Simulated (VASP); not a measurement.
# Ta5Ru (P4/mmm) in VASP: single point with PBE

Aim: the single point of Ta5Ru with PBE.

Program: VASP 6.6.1. These are calculated values, not measurements. Logs are shortened: lines on timing, memory, paths and dates and some standing lists are left out, and cuts for length are marked.

### 1 The cell of the first run

Symmetry: P4/mmm, No. 123, tetragonal system. The conventional cell has a = 3.240 Å, b = 3.240 Å, c = 9.972 Å, α = 90.00°, β = 90.00°, γ = 90.00°. Ta (site symmetry 4mm) has 13 Ta at 2.85 to 3.39 Å and 1 Ru at 3.29 Å within 3.8 Å. Ta (site symmetry 4mm) has 4 Ru at 2.78 Å and 10 Ta at 2.86 to 3.40 Å within 3.7 Å. Ta (site symmetry 4/mmm) has 14 Ta at 2.85 to 3.40 Å within 3.8 Å. Within 3.7 Å of Ru (site symmetry 4/mmm) lie 10 Ta at 2.78 to 3.29 Å and 4 Ru at 3.24 Å.

### 2 Single point, PBE

POSCAR reads:

```
Ta5Ru
1.0
    3.2396557000      0.0000000000      0.0000000000
    0.0000000000      3.2396557000      0.0000000000
    0.0000000000      0.0000000000      9.9719352000
Ta Ru
5 1
Direct
    0.0000000000      0.0000000000      0.1698730000
    0.5000000000      0.5000000000      0.3413100000
    0.5000000000      0.5000000000      0.6586900000
    0.0000000000      0.0000000000      0.8301270000
    0.5000000000      0.5000000000      0.0000000000
    0.0000000000      0.0000000000      0.5000000000
```

INCAR.step1 reads:

```
PREC = Accurate
ENCUT = 520
EDIFF = 1E-7
ISMEAR = 0
SIGMA = 0.1
LREAL = False
LASPH = True
NELM = 100
ALGO = Fast
ISIF = 2
LWAVE = False
LCHARG = True
LMAXMIX = 4
GGA = PE
NBANDS = 44
```

KPOINTS.step1 reads:

```
regular mesh
0
Gamma
  12 12 4
```

INCAR.step2 reads:

```
PREC = Accurate
ENCUT = 520
EDIFF = 1E-7
ISMEAR = -5
SIGMA = 0.1
LREAL = False
LASPH = True
NELM = 100
ALGO = Fast
ISIF = 2
LWAVE = False
LCHARG = False
LMAXMIX = 4
GGA = PE
LORBIT = 10
NEDOS = 1001
ICHARG = 11
```

KPOINTS.step2 reads:

```
regular mesh
0
Gamma
  18 18 6
```

Potentials or basis: VASP PAW PBE potentials, release 64 (Ta_pv, Ru_pv).

The run is started by

```bash
$ cat potpaw_PBE.64/Ta_pv/POTCAR potpaw_PBE.64/Ru_pv/POTCAR > POTCAR
$ cp INCAR.step1 INCAR
$ cp KPOINTS.step1 KPOINTS
$ mpirun -np 1 vasp_std > vasp.out
$ cp INCAR.step2 INCAR
$ cp KPOINTS.step2 KPOINTS
$ mpirun -np 1 vasp_std > vasp.out
```

OUTCAR:

```text
PREC = Accurate
   ENCUT = 520
   EDIFF = 1E-7
   ISMEAR = -5
   LREAL = False
   LASPH = True
   NELM = 100
   ISIF = 2
   GGA = PE
   LORBIT = 10
   ICHARG = 11

 ion  position               nearest neighbor table
   1  0.000  0.000  0.170-   5 2.85   5 2.85   5 2.85   5 2.85   2 2.86   2 2.86   2 2.86   2 2.86
                             6 3.29   4 3.39
   2  0.500  0.500  0.341-   6 2.78   6 2.78   6 2.78   6 2.78   1 2.86   1 2.86   1 2.86   1 2.86
                             3 3.16   5 3.40
   3  0.500  0.500  0.659-   6 2.78   6 2.78   6 2.78   6 2.78   4 2.86   4 2.86   4 2.86   4 2.86
                             2 3.16   5 3.40
   4  0.000  0.000  0.830-   5 2.85   5 2.85   5 2.85   5 2.85   3 2.86   3 2.86   3 2.86   3 2.86
                             6 3.29   1 3.39
   5  0.500  0.500  0.000-   1 2.85   4 2.85   1 2.85   4 2.85   1 2.85   4 2.85   1 2.85   4 2.85
                             3 3.40   2 3.40
   6  0.000  0.000  0.500-   2 2.78   3 2.78   2 2.78   3 2.78   2 2.78   3 2.78   2 2.78   3 2.78
                             1 3.29   4 3.29

  LATTYP: Found a simple tetragonal cell.
 ALAT       =     3.2396557000
 C/A-ratio  =     3.0780848718

  Lattice vectors:

 A1 = (   3.2396557000,   0.0000000000,   0.0000000000)
 A2 = (   0.0000000000,   3.2396557000,   0.0000000000)
 A3 = (   0.0000000000,   0.0000000000,   9.9719352000)

Analysis of symmetry for initial positions (statically):
=====================================================================
 Subroutine PRICEL returns:
 Original cell was already a primitive cell.

 Routine SETGRP: Setting up the symmetry group for a
 simple tetragonal supercell.

 Subroutine GETGRP returns: Found 16 space group operations
 (whereof 16 operations were pure point group operations)
 out of a pool of 16 trial point group operations.

The static configuration has the point symmetry D_4h.

Analysis of symmetry for dynamics (positions and initial velocities):
=====================================================================
 Subroutine PRICEL returns:
 Original cell was already a primitive cell.

 Routine SETGRP: Setting up the symmetry group for a
 simple tetragonal supercell.

 Subroutine GETGRP returns: Found 16 space group operations
 (whereof 16 operations were pure point group operations)
 out of a pool of 16 trial point group operations.

The dynamic configuration has the point symmetry D_4h.

 Subroutine INISYM returns: Found 16 space group operations
 (whereof 16 operations are pure point group operations),
 and found     1 'primitive' translations

----------------------------------------------------------------------------------------

                                     Primitive cell

  volume of cell :     104.6591

  direct lattice vectors                    reciprocal lattice vectors
     3.239655700  0.000000000  0.000000000     0.308674777  0.000000000  0.000000000
     0.000000000  3.239655700  0.000000000     0.000000000  0.308674777  0.000000000
     0.000000000  0.000000000  9.971935200     0.000000000  0.000000000  0.100281438

  length of vectors
     3.239655700  3.239655700  9.971935200     0.308674777  0.308674777  0.100281438

  position of ions in fractional coordinates (direct lattice)
     0.000000000  0.000000000  0.169873000
     0.500000000  0.500000000  0.341310000
     0.500000000  0.500000000  0.658690000
     0.000000000  0.000000000  0.830127000
     0.500000000  0.500000000  0.000000000
     0.000000000  0.000000000  0.500000000

  ion indices of the primitive-cell ions
   primitive index   ion index
                 1           1
                 2           2
                 3           3
                 4           4
                 5           5
                 6           6

----------------------------------------------------------------------------------------

 KPOINTS: regular mesh

Automatic generation of k-mesh.
 Grid dimensions read from file:
 generate k-points for:   18   18    6

 Generating k-lattice:

  Cartesian coordinates                     Fractional coordinates (reciprocal lattice)
     0.017148599  0.000000000  0.000000000     0.055555556  0.000000000  0.000000000
     0.000000000  0.017148599  0.000000000     0.000000000  0.055555556  0.000000000
     0.000000000  0.000000000  0.016713573     0.000000000  0.000000000  0.166666667

  Length of vectors
     0.017148599  0.017148599  0.016713573

  Shift w.r.t. Gamma in fractional coordinates (k-lattice)
     0.000000000  0.000000000  0.000000000

 TETIRR: Found   2916 inequivalent tetrahedra from    11664

 Subroutine IBZKPT returns following result:
 ===========================================

 Found    220 irreducible k-points:

 Following reciprocal coordinates:
            Coordinates               Weight
  0.000000  0.000000  0.000000      1.000000
  0.055556  0.000000  0.000000      4.000000
  0.111111  0.000000  0.000000      4.000000
  0.166667  0.000000  0.000000      4.000000
  0.222222  0.000000  0.000000      4.000000
  0.277778  0.000000  0.000000      4.000000
[... 16 lines left out ...]
  0.277778  0.111111  0.000000      8.000000
  0.333333  0.111111  0.000000      8.000000
 [... further k-points ...]
   k-points           NKPTS =    220   k-points in BZ     NKDIM =    220   number of bands    NBANDS=     41
   number of dos      NEDOS =   1001   number of ions     NIONS =      6
   total plane-waves  NPLWV =  46080
   dimension x,y,z NGX =    24 NGY =   24 NGZ =   80
   dimension x,y,z NGXF=    48 NGYF=   48 NGZF=  160
   ions per type =               5   1
   NGX,Y,Z   is equivalent  to a cutoff of  12.32, 12.32, 13.34 a.u.
   NGXF,Y,Z  is equivalent  to a cutoff of  24.63, 24.63, 26.67 a.u.
 SYSTEM =  unknown system
   PREC   = accura    normal or accurate (medium, high low for compatibility)
   ISTART =      0    job   : 0-new  1-cont  2-samecut
   ICHARG =     11    charge: 1-file 2-atom 10-const
   ISPIN  =      1    spin polarized calculation?
   LNONCOLLINEAR =      F non collinear calculations
   LSORBIT =      F    spin-orbit coupling
   LASPH  =      T    aspherical Exc in radial PAW
   ENCUT  =  520.0 eV  38.22 Ry    6.18 a.u.   6.02  6.02 18.54*2*pi/ulx,y,z
   NELM   =    100;   NELMIN=  2; NELMDL=  0     # of ELM steps
   EDIFF  = 0.1E-06   stopping-criterion for ELM
   LREAL  =      F    real-space projection
   EDIFFG = 0.1E-05   stopping-criterion for IOM
   NSW    =      0    number of steps for IOM
   IBRION =     -1    ionic relax: 0-MD 1-quasi-New 2-CG
   NFREE  =      0    steps in history (QN), initial steepest desc. (CG)
   ISIF   =      2    stress and relaxation
   ISYM   =      2    0-nonsym 1-usesym 2-fastsym
   POTIM  = 0.5000    time-step for ionic-motion
   TEBEG  =    0.0;   TEEND  =   0.0 temperature during run
   PSTRESS=    0.0 pullay stress
   NELECT =      69.0000    total number of electrons
   NUPDOWN=      -1.0000    fix difference up-down
   EMIN   =  10.00;   EMAX   =-10.00  energy-range for DOS
   EFERMI =   0.00;   METHOD = LEGACY
   ISMEAR =    -5;   SIGMA  =   0.10  broadening in eV -4-tet -1-fermi 0-gaus
   EFERMI_NEDOS =   21; number of points for ismear=-14 and -15
   IALGO  =     68    algorithm
   IMIX   =      4    mixing-type and parameters
     AMIX     =   0.40;   BMIX     =  1.00
     AMIX_MAG =   1.60;   BMIX_MAG =  1.00
  volume/ion in A,a.u.               =      17.44       117.71
  Fermi-wavevector in a.u.,A,eV,Ry     =   1.424838  2.692553 27.622047  2.030163
  Thomas-Fermi vector in A             =   2.545286
   LORBIT       =     10    0 simple, 1 ext, 2 COOP (PROOUT), +10 PAW based schemes
   GGA     = PE    functional components
   LHFCALC =     F    Hartree Fock is set to
   AEXX    =    0.0000 exact exchange contribution
   IVDW    =     0    specifies the selected vdW correction
   LEPSILON=     F    determine dielectric tensor
   LRPA    =     F    only Hartree local field effects (RPA)
 non-spin polarized calculation
 RMM-DIIS sequential band-by-band and
 Fermi weights with tetrahedron method with Bloechl corrections
  energy-cutoff  :      520.00
  volume of cell :      104.66
 maximum number of plane-waves:      2856

 number of electron      69.0000011 magnetization

 Free energy of the ion-electron system (eV)
  ---------------------------------------------------
  ext. energy  EPLUGINS =         0.00000000
  ---------------------------------------------------
  free energy    TOTEN  =       -69.40018948 eV

  energy without entropy =      -69.40018948  energy(sigma->0) =      -69.40018948

 E-fermi :   6.5616     XC(G=0): -12.7677

 val. band max:        6.6481374194   @ k =   0.5000   0.4444   0.3333
 cond. band min:       6.4595339488   @ k =   0.2222   0.1667   0.5000
 fundamental gap:     -0.1886034705
 Fermi energy:         6.5615673035

 k-point     1 :       0.0000    0.0000    0.0000
  band No.  band energies     occupation
      1     -36.2575      2.00000
      2     -36.2563      2.00000
      3     -36.2563      2.00000
      4     -27.9208      2.00000
      5     -27.7649      2.00000
      6     -27.6871      2.00000
[... 33 lines left out ...]
     40       8.5900      0.00000
     41       8.6127      0.00000

 k-point     2 :       0.0556    0.0000    0.0000
  band No.  band energies     occupation
      1     -36.2589      2.00000
      2     -36.2575      2.00000
      3     -36.2560      2.00000
      4     -27.9213      2.00000
      5     -27.7655      2.00000
      6     -27.6969      2.00000
[... 957 lines left out ...]
     40       8.1942      0.00000
     41       8.5971      0.00000

 k-point    24 :       0.3333    0.1111    0.0000
  band No.  band energies     occupation
      1     -36.3196      2.00000
      2     -36.2584      2.00000
      3     -36.2542      2.00000
      4     -27.9325      2.00000
      5     -27.9120      2.00000
      6     -27.8908      2.00000
[... 33 lines left out ...]
     40       8.3445      0.00000
     41       8.4830      0.00000

 [... further k-points ...]

------------------------ aborting loop because EDIFF is reached ----------------------------------------

  FORCE on cell =-STRESS in cart. coord.  units (eV):
  Direction    XX          YY          ZZ          XY          YZ          ZX
  --------------------------------------------------------------------------------------
  -------------------------------------------------------------------------------------
  Total        0.0312784      0.0312784      0.0262347      0.0000000      0.0000000      0.0000000
  in kB        0.4788263      0.4788263      0.4016150      0.0000000      0.0000000      0.0000000
  external PRESSURE =       0.4530892 kB  Pullay stress =       0.0000000 kB

 VOLUME and BASIS-vectors are now :
 -----------------------------------------------------------------------------
  energy-cutoff  :      520.00
  volume of cell :      104.66
      direct lattice vectors                 reciprocal lattice vectors
     3.239655700  0.000000000  0.000000000     0.308674777  0.000000000  0.000000000
     0.000000000  3.239655700  0.000000000     0.000000000  0.308674777  0.000000000
     0.000000000  0.000000000  9.971935200     0.000000000  0.000000000  0.100281438

 POSITION                                       TOTAL-FORCE (eV/Angst)
 -----------------------------------------------------------------------------------
      0.00000      0.00000      1.69396         0.000000      0.000000     -0.044223
      1.61983      1.61983      3.40352        -0.000000     -0.000000      0.016130
      1.61983      1.61983      6.56841        -0.000000      0.000000     -0.016130
      0.00000      0.00000      8.27797        -0.000000     -0.000000      0.044223
      1.61983      1.61983      0.00000        -0.000000     -0.000000     -0.000000
      0.00000      0.00000      4.98597        -0.000000     -0.000000     -0.000000
 -----------------------------------------------------------------------------------
    total drift:                                0.000000     -0.000000      0.000000

  FREE ENERGIE OF THE ION-ELECTRON SYSTEM (eV)
  ---------------------------------------------------
  free  energy   TOTEN  =       -69.4001894798 eV

  energy  without entropy=      -69.4001894798  energy(sigma->0) =      -69.40018948

 total charge

# of ion       s       p       d       tot
------------------------------------------
    1        0.373   6.179   2.395   8.948
    2        0.374   6.190   2.269   8.832
    3        0.374   6.190   2.269   8.832
    4        0.373   6.179   2.395   8.948
    5        0.371   6.170   2.425   8.967
    6        0.379   6.252   6.005  12.636
--------------------------------------------------
tot          2.245  37.160  17.759  57.163
```

Wall time 8.7 min (1 thread of Intel Xeon 6975P-C (Granite Rapids), shared host); peak memory 0.76 GiB.

What came out:

```
Valence electrons inside the program's atomic spheres : Ta 8.95, 8.83, 8.97 (each value once); Ru 12.64
```

Caveat: spin-orbit coupling is left out, which moves the levels of the heavy elements; tetrahedron occupations give inexact forces and stress in metals.
